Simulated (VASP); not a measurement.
# Ga2SnSe3 (P4/mmm) in VASP: further runs

Runs on Ga2SnSe3. Level: PBE. Tasks: single point, relaxation of cell and atoms.

Everything below comes from runs of VASP 6.6.1. Logs are shortened: lines on timing, memory, paths and dates and some standing lists are left out, and cuts for length are marked.

### 1 The cell of the first run

Symmetry: P4/mmm, No. 123, tetragonal system. Conventional cell: a = 4.286 Å, b = 4.286 Å, c = 5.018 Å, α = 90.00°, β = 90.00°, γ = 90.00°. Ga (site symmetry 4mm) has 1 Sn at 1.41 Å within 1.9 Å. Sn (site symmetry 4/mmm) has 2 Ga at 1.41 Å within 1.9 Å. Se (site symmetry mmm) has 4 Ga at 2.41 Å and 8 Se at 3.03 to 3.30 Å and 4 Sn at 3.30 Å within 3.3 Å. Se (site symmetry 4/mmm) has 4 Sn at 3.03 Å and 8 Se at 3.30 Å and 8 Ga at 3.34 Å within 4.0 Å.

The cell was generated, and may not be a known phase.

### 2 Single point, PBE

INCAR

```
SYSTEM = Ga2SnSe3
PREC = Accurate
ENCUT = 520
EDIFF = 1E-6
ISMEAR = 0
SIGMA = 0.1
LREAL = .False.
LASPH = .True.
NELM = 60
ALGO = Normal
ISIF = 2
LWAVE = .False.
LCHARG = .False.
GGA = PE
NBANDS = 38
```

KPOINTS

```
Automatic mesh
0
Gamma
  4 4 4
  0 0 0
```

POSCAR

```
Ga2SnSe3
1.0
    4.2864114200      0.0000000000      0.0000000000
    0.0000000000      4.2864114200      0.0000000000
    0.0000000000      0.0000000000      5.0179005700
Ga Sn Se
2 1 3
Direct
    0.0000000000      0.0000000000      0.7184213900
    0.0000000000      0.0000000000      0.2815786100
    0.0000000000      0.0000000000      0.0000000000
    0.0000000000      0.5000000000      0.5000000000
    0.5000000000      0.0000000000      0.5000000000
    0.5000000000      0.5000000000      0.0000000000
```

Potentials or basis: VASP PAW PBE potentials, release 64 (Ga_d, Sn_d, Se).

Launch:

```sh
cat potpaw_PBE.64/Ga_d/POTCAR potpaw_PBE.64/Sn_d/POTCAR potpaw_PBE.64/Se/POTCAR > POTCAR
mpirun -np 1 vasp_std > vasp.out
```

OUTCAR:

```text
SYSTEM = Ga2SnSe3
   PREC = Accurate
   ENCUT = 520
   EDIFF = 1E-6
   ISMEAR = 0
   LREAL = .False.
   LASPH = .True.
   NELM = 60
   ISIF = 2
   GGA = PE

 ion  position               nearest neighbor table
   1  0.000  0.000  0.718-   3 1.41   2 2.19   4 2.41   5 2.41   4 2.41   5 2.41   2 2.83
   2  0.000  0.000  0.282-   3 1.41   1 2.19   4 2.41   5 2.41   4 2.41   5 2.41   1 2.83
   3  0.000  0.000  0.000-   1 1.41   2 1.41   6 3.03   6 3.03   6 3.03   6 3.03
   4  0.000  0.500  0.500-   1 2.41   2 2.41   1 2.41   2 2.41
   5  0.500  0.000  0.500-   1 2.41   2 2.41   1 2.41   2 2.41
   6  0.500  0.500  0.000-   3 3.03   3 3.03   3 3.03   3 3.03

 -----------------------------------------------------------------------------
|                                                                             |
|           W    W    AA    RRRRR   N    N  II  N    N   GGGG   !!!           |
|           W    W   A  A   R    R  NN   N  II  NN   N  G    G  !!!           |
|           W    W  A    A  R    R  N N  N  II  N N  N  G       !!!           |
|           W WW W  AAAAAA  RRRRR   N  N N  II  N  N N  G  GGG   !            |
|           WW  WW  A    A  R   R   N   NN  II  N   NN  G    G                |
|           W    W  A    A  R    R  N    N  II  N    N   GGGG   !!!           |
|                                                                             |
|     The distance between some ions is very small. Please check the          |
|     nearest-neighbor list in the OUTCAR file.                               |
|     I HOPE YOU KNOW WHAT YOU ARE DOING!                                     |
|                                                                             |
 -----------------------------------------------------------------------------

  LATTYP: Found a simple tetragonal cell.
 ALAT       =     4.2864114200
 C/A-ratio  =     1.1706530424

  Lattice vectors:

 A1 = (   4.2864114200,   0.0000000000,   0.0000000000)
 A2 = (   0.0000000000,   4.2864114200,   0.0000000000)
 A3 = (   0.0000000000,   0.0000000000,   5.0179005700)

Analysis of symmetry for initial positions (statically):
=====================================================================
 Subroutine PRICEL returns:
 Original cell was already a primitive cell.

 Routine SETGRP: Setting up the symmetry group for a
 simple tetragonal supercell.

 Subroutine GETGRP returns: Found 16 space group operations
 (whereof 16 operations were pure point group operations)
 out of a pool of 16 trial point group operations.

The static configuration has the point symmetry D_4h.

Analysis of symmetry for dynamics (positions and initial velocities):
=====================================================================
 Subroutine PRICEL returns:
 Original cell was already a primitive cell.

 Routine SETGRP: Setting up the symmetry group for a
 simple tetragonal supercell.

 Subroutine GETGRP returns: Found 16 space group operations
 (whereof 16 operations were pure point group operations)
 out of a pool of 16 trial point group operations.

The dynamic configuration has the point symmetry D_4h.

 Subroutine INISYM returns: Found 16 space group operations
 (whereof 16 operations are pure point group operations),
 and found     1 'primitive' translations

----------------------------------------------------------------------------------------

                                     Primitive cell

  volume of cell :      92.1955

  direct lattice vectors                    reciprocal lattice vectors
     4.286411420  0.000000000  0.000000000     0.233295384  0.000000000  0.000000000
     0.000000000  4.286411420  0.000000000     0.000000000  0.233295384  0.000000000
     0.000000000  0.000000000  5.017900570     0.000000000  0.000000000  0.199286531

  length of vectors
     4.286411420  4.286411420  5.017900570     0.233295384  0.233295384  0.199286531

  position of ions in fractional coordinates (direct lattice)
     0.000000000  0.000000000  0.718421390
     0.000000000  0.000000000  0.281578610
     0.000000000  0.000000000  0.000000000
     0.000000000  0.500000000  0.500000000
     0.500000000  0.000000000  0.500000000
     0.500000000  0.500000000  0.000000000

  ion indices of the primitive-cell ions
   primitive index   ion index
                 1           1
                 2           2
                 3           3
                 4           4
                 5           5
                 6           6

----------------------------------------------------------------------------------------

 KPOINTS: Automatic mesh

Automatic generation of k-mesh.
 Grid dimensions read from file:
 generate k-points for:    4    4    4

 Generating k-lattice:

  Cartesian coordinates                     Fractional coordinates (reciprocal lattice)
     0.058323846  0.000000000  0.000000000     0.250000000  0.000000000  0.000000000
     0.000000000  0.058323846  0.000000000     0.000000000  0.250000000  0.000000000
     0.000000000  0.000000000  0.049821633     0.000000000  0.000000000  0.250000000

  Length of vectors
     0.058323846  0.058323846  0.049821633

  Shift w.r.t. Gamma in fractional coordinates (k-lattice)
     0.000000000  0.000000000  0.000000000

 Subroutine IBZKPT returns following result:
 ===========================================

 Found     18 irreducible k-points:

 Following reciprocal coordinates:
            Coordinates               Weight
  0.000000  0.000000  0.000000      1.000000
  0.250000  0.000000  0.000000      4.000000
  0.500000  0.000000  0.000000      2.000000
  0.250000  0.250000  0.000000      4.000000
  0.500000  0.250000  0.000000      4.000000
  0.500000  0.500000  0.000000      1.000000
[... 10 lines left out ...]
  0.500000  0.250000  0.500000      4.000000
  0.500000  0.500000  0.500000      1.000000
   k-points           NKPTS =     18   k-points in BZ     NKDIM =     18   number of bands    NBANDS=     38
   number of dos      NEDOS =    301   number of ions     NIONS =      6
   total plane-waves  NPLWV =  40960
   dimension x,y,z NGX =    32 NGY =   32 NGZ =   40
   dimension x,y,z NGXF=    64 NGYF=   64 NGZF=   80
   ions per type =               2   1   3
   NGX,Y,Z   is equivalent  to a cutoff of  12.41, 12.41, 13.25 a.u.
   NGXF,Y,Z  is equivalent  to a cutoff of  24.82, 24.82, 26.50 a.u.
 SYSTEM =  Ga2SnSe3
   PREC   = accura    normal or accurate (medium, high low for compatibility)
   ISTART =      0    job   : 0-new  1-cont  2-samecut
   ICHARG =      2    charge: 1-file 2-atom 10-const
   ISPIN  =      1    spin polarized calculation?
   LNONCOLLINEAR =      F non collinear calculations
   LSORBIT =      F    spin-orbit coupling
   LASPH  =      T    aspherical Exc in radial PAW
   ENCUT  =  520.0 eV  38.22 Ry    6.18 a.u.   7.97  7.97  9.33*2*pi/ulx,y,z
   NELM   =     60;   NELMIN=  2; NELMDL= -5     # of ELM steps
   EDIFF  = 0.1E-05   stopping-criterion for ELM
   LREAL  =      F    real-space projection
   EDIFFG = 0.1E-04   stopping-criterion for IOM
   NSW    =      0    number of steps for IOM
   IBRION =     -1    ionic relax: 0-MD 1-quasi-New 2-CG
   NFREE  =      0    steps in history (QN), initial steepest desc. (CG)
   ISIF   =      2    stress and relaxation
   ISYM   =      2    0-nonsym 1-usesym 2-fastsym
   POTIM  = 0.5000    time-step for ionic-motion
   TEBEG  =    0.0;   TEEND  =   0.0 temperature during run
   PSTRESS=    0.0 pullay stress
   NELECT =      58.0000    total number of electrons
   NUPDOWN=      -1.0000    fix difference up-down
   EMIN   =  10.00;   EMAX   =-10.00  energy-range for DOS
   EFERMI =   0.00;   METHOD = LEGACY
   ISMEAR =     0;   SIGMA  =   0.10  broadening in eV -4-tet -1-fermi 0-gaus
   EFERMI_NEDOS =   21; number of points for ismear=-14 and -15
   IALGO  =     38    algorithm
   IMIX   =      4    mixing-type and parameters
     AMIX     =   0.40;   BMIX     =  1.00
     AMIX_MAG =   1.60;   BMIX_MAG =  1.00
  volume/ion in A,a.u.               =      15.37       103.69
  Fermi-wavevector in a.u.,A,eV,Ry     =   1.402752  2.650817 26.772365  1.967713
  Thomas-Fermi vector in A             =   2.525482
   LORBIT       =      0    0 simple, 1 ext, 2 COOP (PROOUT), +10 PAW based schemes
   GGA     = PE    functional components
   LHFCALC =     F    Hartree Fock is set to
   AEXX    =    0.0000 exact exchange contribution
   IVDW    =     0    specifies the selected vdW correction
   LEPSILON=     F    determine dielectric tensor
   LRPA    =     F    only Hartree local field effects (RPA)
 non-spin polarized calculation
 Gauss-broadening in eV      SIGMA  =   0.10
  energy-cutoff  :      520.00
  volume of cell :       92.20
 maximum number of plane-waves:      2536
 NGX is ok and might be reduce to    32
   NGX = 15   NGY = 15   NGZ = 19

 number of electron      58.0000014 magnetization

 Free energy of the ion-electron system (eV)
  ---------------------------------------------------
  ext. energy  EPLUGINS =         0.00000000
  ---------------------------------------------------
  free energy    TOTEN  =        38.73468285 eV

  energy without entropy =       38.76470899  energy(sigma->0) =       38.74969592

 E-fermi :   9.6958     XC(G=0): -11.8910

 val. band max:        9.6842335868   @ k =   0.2500   0.2500   0.2500
 cond. band min:       9.7118782156   @ k =   0.5000   0.5000   0.5000
 fundamental gap:      0.0276446288
 Fermi energy:         9.6957612197

 k-point     1 :       0.0000    0.0000    0.0000
  band No.  band energies     occupation
      1     -23.9576      2.00000
      2     -21.5980      2.00000
      3     -21.5980      2.00000
      4     -16.7800      2.00000
      5     -16.7651      2.00000
      6     -12.9071      2.00000
[... 30 lines left out ...]
     37      15.6066      0.00000
     38      18.9237      0.00000

 k-point     2 :       0.2500    0.0000    0.0000
  band No.  band energies     occupation
      1     -23.9575      2.00000
      2     -21.5991      2.00000
      3     -21.5979      2.00000
      4     -16.7760      2.00000
      5     -16.7673      2.00000
      6     -12.9050      2.00000
[... 648 lines left out ...]
 k-point    18 :       0.5000    0.5000    0.5000
  band No.  band energies     occupation
      1     -23.8399      2.00000
      2     -21.6182      2.00000
      3     -21.6182      2.00000
      4     -16.7749      2.00000
      5     -16.7623      2.00000
      6     -13.6202      2.00000
[... 30 lines left out ...]
     37      16.1837      0.00000
     38      16.1837      0.00000

------------------------ aborting loop because EDIFF is reached ----------------------------------------

  FORCE on cell =-STRESS in cart. coord.  units (eV):
  Direction    XX          YY          ZZ          XY          YZ          ZX
  --------------------------------------------------------------------------------------
  -------------------------------------------------------------------------------------
  Total       21.1663637     21.1663637    240.9198806      0.0000000      0.0000000      0.0000000
  in kB      367.8299423    367.8299423   4186.7156284      0.0000000      0.0000000      0.0000000
  external PRESSURE =    1640.7918377 kB  Pullay stress =       0.0000000 kB

 VOLUME and BASIS-vectors are now :
 -----------------------------------------------------------------------------
  energy-cutoff  :      520.00
  volume of cell :       92.20
      direct lattice vectors                 reciprocal lattice vectors
     4.286411420  0.000000000  0.000000000     0.233295384  0.000000000  0.000000000
     0.000000000  4.286411420  0.000000000     0.000000000  0.233295384  0.000000000
     0.000000000  0.000000000  5.017900570     0.000000000  0.000000000  0.199286531

 POSITION                                       TOTAL-FORCE (eV/Angst)
 -----------------------------------------------------------------------------------
      0.00000      0.00000      3.60497        -0.000000      0.000000    -67.247647
      0.00000      0.00000      1.41293         0.000000     -0.000000     67.247647
      0.00000      0.00000      0.00000        -0.000000      0.000000      0.000000
      0.00000      2.14321      2.50895        -0.000000      0.000000      0.000000
      2.14321      0.00000      2.50895        -0.000000      0.000000      0.000000
      2.14321      2.14321      0.00000        -0.000000      0.000000      0.000000
 -----------------------------------------------------------------------------------
    total drift:                                0.000000      0.000000     -0.000000

  FREE ENERGIE OF THE ION-ELECTRON SYSTEM (eV)
  ---------------------------------------------------
  free  energy   TOTEN  =        38.7346828538 eV

  energy  without entropy=       38.7647089886  energy(sigma->0) =       38.74969592
```

Wall time 47 s (1 thread of Intel Xeon Platinum 8488C (Sapphire Rapids), shared host); peak memory 0.22 GiB.

What came out:

* Free energy: 38.7347 eV
* Pressure: 164.1 GPa
* Largest force: 67.248 eV/Å
* Band gap on the k mesh: zero (bands 29 and 30 overlap by 2.49 eV)

Forces on the atoms (eV/Å):
```
Ga    0.000   0.000 -67.248
Ga    0.000   0.000  67.248
Sn    0.000   0.000   0.000
Se    0.000   0.000   0.000
Se    0.000   0.000   0.000
Se    0.000   0.000   0.000
```

Stress tensor (GPa, compression positive):
```
 36.78   0.00   0.00
  0.00  36.78   0.00
  0.00   0.00 418.67
```

Caveat: the k points lie up to 0.37 Å⁻¹ apart, too coarse for converged energies and pressures of a metal; atoms lie so close that the PAW spheres overlap strongly, which falsifies energies and pressures; spin-orbit coupling is left out, which moves the levels of the heavy elements; forces of over 1 eV/Å act on the atoms, so gaps and moduli don't describe the material at rest.

(Continued in part 2 of 2.)

The gap in the log of VASP goes by the Fermi energy; the results here count the filled bands.